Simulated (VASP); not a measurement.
# ZnCu in VASP: further runs

The runs below take ZnCu through single point, with PBEsol.

Everything below comes from runs of VASP 6.6.1. Logs are shortened: lines on timing, memory, paths and dates and some standing lists are left out, and cuts for length are marked.

### Step 1. The cell of the first run

The structure is trigonal, space group R-3m (No. 166). Conventional cell: a = 4.207 Å, b = 4.207 Å, c = 4.999 Å, α = 90.00°, β = 90.00°, γ = 120.00°. Within 3.3 Å of Zn (site symmetry -3m) lie 8 Cu at 2.50 to 2.57 Å and 6 Zn at 2.95 Å. Within 3.3 Å of Cu (site symmetry -3m) lie 8 Zn at 2.50 to 2.57 Å and 6 Cu at 2.95 Å.

### Step 2. Single point, PBEsol (equal xy, yz and zx shear strains of -2 %)

The input, INCAR:

```
ALGO = Normal
EDIFF = 1E-6
ENCUT = 520
GGA = PS
ISIF = 2
ISMEAR = -1
LASPH = True
LCHARG = False
LREAL = False
LWAVE = False
NBANDS = 18
NELM = 80
PREC = Accurate
SIGMA = 0.05
```

The input, KPOINTS:

```
k-points
0
Gamma
  14 14 14
```

The input, POSCAR:

```
ZnCu
1.0
    2.9450000000     -0.0294500000     -0.0294500000
   -0.0294500000      2.9450000000     -0.0294500000
   -0.0294500000     -0.0294500000      2.9450000000
Zn Cu
1 1
Direct
    0.5000000000      0.5000000000      0.5000000000
    0.0000000000      0.0000000000      0.0000000000
```

Potentials or basis: VASP PAW PBE potentials, release 64 (Zn, Cu).

Command:

```sh
> cat potpaw_PBE.64/Zn/POTCAR potpaw_PBE.64/Cu/POTCAR > POTCAR
> mpirun -np 1 vasp_std > vasp.out
```

OUTCAR:

```text
EDIFF = 1E-6
   ENCUT = 520
   GGA = PS
   ISIF = 2
   ISMEAR = -1
   LASPH = True
   LREAL = False
   NELM = 80
   PREC = Accurate

 ion  position               nearest neighbor table
   1  0.500  0.500  0.500-   2 2.50   2 2.50   2 2.57   2 2.57   2 2.57   2 2.57   2 2.57   2 2.57

   2  0.000  0.000  0.000-   1 2.50   1 2.50   1 2.57   1 2.57   1 2.57   1 2.57   1 2.57   1 2.57

  LATTYP: Found a trigonal (rhomboedric) cell.
 ALAT       =     2.9452944853
 COS(alpha) =    -0.0198960208

  Lattice vectors:

 A1 = (   2.9450000000,  -0.0294500000,  -0.0294500000)
 A2 = (  -0.0294500000,   2.9450000000,  -0.0294500000)
 A3 = (  -0.0294500000,  -0.0294500000,   2.9450000000)

Analysis of symmetry for initial positions (statically):
=====================================================================
 Subroutine PRICEL returns:
 Original cell was already a primitive cell.

 Routine SETGRP: Setting up the symmetry group for a
 trigonal (rhombohedral) supercell.

 Subroutine GETGRP returns: Found 12 space group operations
 (whereof 12 operations were pure point group operations)
 out of a pool of 12 trial point group operations.

The static configuration has the point symmetry D_3d.

Analysis of symmetry for dynamics (positions and initial velocities):
=====================================================================
 Subroutine PRICEL returns:
 Original cell was already a primitive cell.

 Routine SETGRP: Setting up the symmetry group for a
 trigonal (rhombohedral) supercell.

 Subroutine GETGRP returns: Found 12 space group operations
 (whereof 12 operations were pure point group operations)
 out of a pool of 12 trial point group operations.

The dynamic configuration has the point symmetry D_3d.

 Subroutine INISYM returns: Found 12 space group operations
 (whereof 12 operations are pure point group operations),
 and found     1 'primitive' translations

----------------------------------------------------------------------------------------

                                     Primitive cell

  volume of cell :      25.5343

  direct lattice vectors                    reciprocal lattice vectors
     2.945000000 -0.029450000 -0.029450000     0.339627185  0.003430578  0.003430578
    -0.029450000  2.945000000 -0.029450000     0.003430578  0.339627185  0.003430578
    -0.029450000 -0.029450000  2.945000000     0.003430578  0.003430578  0.339627185

  length of vectors
     2.945294485  2.945294485  2.945294485     0.339661836  0.339661836  0.339661836

  position of ions in fractional coordinates (direct lattice)
     0.500000000  0.500000000  0.500000000
     0.000000000  0.000000000  0.000000000

  ion indices of the primitive-cell ions
   primitive index   ion index
                 1           1
                 2           2

----------------------------------------------------------------------------------------

 KPOINTS: k-points

Automatic generation of k-mesh.
 Grid dimensions read from file:
 generate k-points for:   14   14   14

 Generating k-lattice:

  Cartesian coordinates                     Fractional coordinates (reciprocal lattice)
     0.024259085  0.000245041  0.000245041     0.071428571 -0.000000000 -0.000000000
     0.000245041  0.024259085  0.000245041    -0.000000000  0.071428571 -0.000000000
     0.000245041  0.000245041  0.024259085    -0.000000000 -0.000000000  0.071428571

  Length of vectors
     0.024261560  0.024261560  0.024261560

  Shift w.r.t. Gamma in fractional coordinates (k-lattice)
     0.000000000  0.000000000  0.000000000

 Subroutine IBZKPT returns following result:
 ===========================================

 Found    288 irreducible k-points:

 Following reciprocal coordinates:
            Coordinates               Weight
  0.000000  0.000000  0.000000      1.000000
  0.071429  0.000000  0.000000      6.000000
  0.142857  0.000000  0.000000      6.000000
  0.214286  0.000000  0.000000      6.000000
  0.285714  0.000000  0.000000      6.000000
  0.357143  0.000000  0.000000      6.000000
[... 16 lines left out ...]
  0.214286  0.142857  0.000000     12.000000
  0.285714  0.142857  0.000000     12.000000
 [... further k-points ...]
   k-points           NKPTS =    288   k-points in BZ     NKDIM =    288   number of bands    NBANDS=     18
   number of dos      NEDOS =    301   number of ions     NIONS =      2
   total plane-waves  NPLWV =  13824
   dimension x,y,z NGX =    24 NGY =   24 NGZ =   24
   dimension x,y,z NGXF=    48 NGYF=   48 NGZF=   48
   ions per type =               1   1
   NGX,Y,Z   is equivalent  to a cutoff of  13.55, 13.55, 13.55 a.u.
   NGXF,Y,Z  is equivalent  to a cutoff of  27.09, 27.09, 27.09 a.u.
 SYSTEM =  unknown system
   PREC   = accura    normal or accurate (medium, high low for compatibility)
   ISTART =      0    job   : 0-new  1-cont  2-samecut
   ICHARG =      2    charge: 1-file 2-atom 10-const
   ISPIN  =      1    spin polarized calculation?
   LNONCOLLINEAR =      F non collinear calculations
   LSORBIT =      F    spin-orbit coupling
   LASPH  =      T    aspherical Exc in radial PAW
   ENCUT  =  520.0 eV  38.22 Ry    6.18 a.u.   5.48  5.48  5.48*2*pi/ulx,y,z
   NELM   =     80;   NELMIN=  2; NELMDL= -5     # of ELM steps
   EDIFF  = 0.1E-05   stopping-criterion for ELM
   LREAL  =      F    real-space projection
   EDIFFG = 0.1E-04   stopping-criterion for IOM
   NSW    =      0    number of steps for IOM
   IBRION =     -1    ionic relax: 0-MD 1-quasi-New 2-CG
   NFREE  =      0    steps in history (QN), initial steepest desc. (CG)
   ISIF   =      2    stress and relaxation
   ISYM   =      2    0-nonsym 1-usesym 2-fastsym
   POTIM  = 0.5000    time-step for ionic-motion
   TEBEG  =    0.0;   TEEND  =   0.0 temperature during run
   PSTRESS=    0.0 pullay stress
   NELECT =      23.0000    total number of electrons
   NUPDOWN=      -1.0000    fix difference up-down
   EMIN   =  10.00;   EMAX   =-10.00  energy-range for DOS
   EFERMI =   0.00;   METHOD = LEGACY
   ISMEAR =    -1;   SIGMA  =   0.05  broadening in eV -4-tet -1-fermi 0-gaus
   EFERMI_NEDOS =   21; number of points for ismear=-14 and -15
   IALGO  =     38    algorithm
   IMIX   =      4    mixing-type and parameters
     AMIX     =   0.40;   BMIX     =  1.00
     AMIX_MAG =   1.60;   BMIX_MAG =  1.00
  volume/ion in A,a.u.               =      12.77        86.16
  Fermi-wavevector in a.u.,A,eV,Ry     =   1.581039  2.987730 34.010263  2.499684
  Thomas-Fermi vector in A             =   2.681175
   LORBIT       =      0    0 simple, 1 ext, 2 COOP (PROOUT), +10 PAW based schemes
   GGA     = PS    functional components
   LHFCALC =     F    Hartree Fock is set to
   AEXX    =    0.0000 exact exchange contribution
   IVDW    =     0    specifies the selected vdW correction
   LEPSILON=     F    determine dielectric tensor
   LRPA    =     F    only Hartree local field effects (RPA)
 non-spin polarized calculation
  energy-cutoff  :      520.00
  volume of cell :       25.53
 maximum number of plane-waves:       709
 NGX is ok and might be reduce to    24
   NGX = 11   NGY = 11   NGZ = 11

 number of electron      23.0000009 magnetization

 Free energy of the ion-electron system (eV)
  ---------------------------------------------------
  ext. energy  EPLUGINS =         0.00000000
  ---------------------------------------------------
  free energy    TOTEN  =        -6.07994642 eV

  energy without entropy =       -6.07656439  energy(sigma->0) =       -6.07825540

 E-fermi :   5.3662     XC(G=0): -12.5668

 val. band max:        5.3424467642   @ k =  -0.3571   0.2143   0.1429
 cond. band min:       5.3816588703   @ k =   0.5000   0.5000   0.2143
 fundamental gap:      0.0392121061
 Fermi energy:         5.3661790395

 k-point     1 :       0.0000    0.0000    0.0000
  band No.  band energies     occupation
      1      -5.0021      2.00000
      2      -2.4559      2.00000
      3      -2.4559      2.00000
      4      -1.7967      2.00000
      5      -1.7408      2.00000
      6      -1.7408      2.00000
[... 10 lines left out ...]
     17      17.6325      0.00000
     18      28.2728      0.00000

 k-point     2 :       0.0714    0.0000    0.0000
  band No.  band energies     occupation
      1      -4.9096      2.00000
      2      -2.4450      2.00000
      3      -2.4359      2.00000
      4      -1.8004      2.00000
      5      -1.7493      2.00000
      6      -1.7407      2.00000
[... 10 lines left out ...]
     17      18.2642      0.00000
     18      27.3010      0.00000

 k-point     3 :       0.1429    0.0000    0.0000
  band No.  band energies     occupation
      1      -4.6351      2.00000
      2      -2.4142      2.00000
      3      -2.3777      2.00000
      4      -1.8152      2.00000
      5      -1.7730      2.00000
      6      -1.7358      2.00000
[... 10 lines left out ...]
     17      20.3309      0.00000
     18      25.5498      0.00000

 k-point     4 :       0.2143    0.0000    0.0000
  band No.  band energies     occupation
      1      -4.1898      2.00000
      2      -2.3691      2.00000
      3      -2.2842      2.00000
      4      -1.8422      2.00000
      5      -1.8072      2.00000
      6      -1.7228      2.00000
[... 375 lines left out ...]
      4      -1.8252      2.00000
      5      -1.7885      2.00000
      6      -1.7605      2.00000
[... 10 lines left out ...]
     17      21.0945      0.00000
     18      22.6550      0.00000

 k-point    23 :       0.2143    0.1429    0.0000
  band No.  band energies     occupation
      1      -3.8260      2.00000
      2      -2.3159      2.00000
      3      -2.2303      2.00000
      4      -1.8473      2.00000
      5      -1.8197      2.00000
      6      -1.7590      2.00000
[... 10 lines left out ...]
     17      20.9031      0.00000
     18      23.4019      0.00000

 k-point    24 :       0.2857    0.1429    0.0000
  band No.  band energies     occupation
      1      -3.2776      2.00000
      2      -2.2712      2.00000
      3      -2.1231      2.00000
      4      -1.8681      2.00000
      5      -1.8179      2.00000
      6      -1.7520      2.00000
[... 10 lines left out ...]
     17      21.4637      0.00000
     18      22.3674      0.00000

 [... further k-points ...]

------------------------ aborting loop because EDIFF is reached ----------------------------------------

  FORCE on cell =-STRESS in cart. coord.  units (eV):
  Direction    XX          YY          ZZ          XY          YZ          ZX
  --------------------------------------------------------------------------------------
  -------------------------------------------------------------------------------------
  Total       -0.6249343     -0.6249343     -0.6249343      0.3326138      0.3326138      0.3326138
  in kB      -39.2121123    -39.2121123    -39.2121123     20.8701745     20.8701745     20.8701745
  external PRESSURE =     -39.2121123 kB  Pullay stress =       0.0000000 kB

 VOLUME and BASIS-vectors are now :
 -----------------------------------------------------------------------------
  energy-cutoff  :      520.00
  volume of cell :       25.53
      direct lattice vectors                 reciprocal lattice vectors
     2.945000000 -0.029450000 -0.029450000     0.339627185  0.003430578  0.003430578
    -0.029450000  2.945000000 -0.029450000     0.003430578  0.339627185  0.003430578
    -0.029450000 -0.029450000  2.945000000     0.003430578  0.003430578  0.339627185

 POSITION                                       TOTAL-FORCE (eV/Angst)
 -----------------------------------------------------------------------------------
      1.44305      1.44305      1.44305        -0.000000      0.000000     -0.000000
      0.00000      0.00000      0.00000         0.000000     -0.000000      0.000000
 -----------------------------------------------------------------------------------
    total drift:                                0.000000      0.000000     -0.000000

  FREE ENERGIE OF THE ION-ELECTRON SYSTEM (eV)
  ---------------------------------------------------
  free  energy   TOTEN  =        -6.0799464216 eV

  energy  without entropy=       -6.0765643865  energy(sigma->0) =       -6.07825540
```

Wall time 80 s (1 thread of Intel Xeon Platinum 8375C at 2.90GHz (Ice Lake), shared host); peak memory 0.25 GiB.

Results:

```
Free energy : -6.0799 eV
Pressure    : -3.9 GPa
```

Stress tensor (GPa, compression positive):
```
-3.92  2.09  2.09
 2.09 -3.92  2.09
 2.09  2.09 -3.92
```

Caveat: the cell differs from its parent crystal (equal xy, yz and zx shear strains of -2 %); the PAW data sets were made with another functional, which shifts forces and pressure a little.

(Continued in part 2 of 2.)
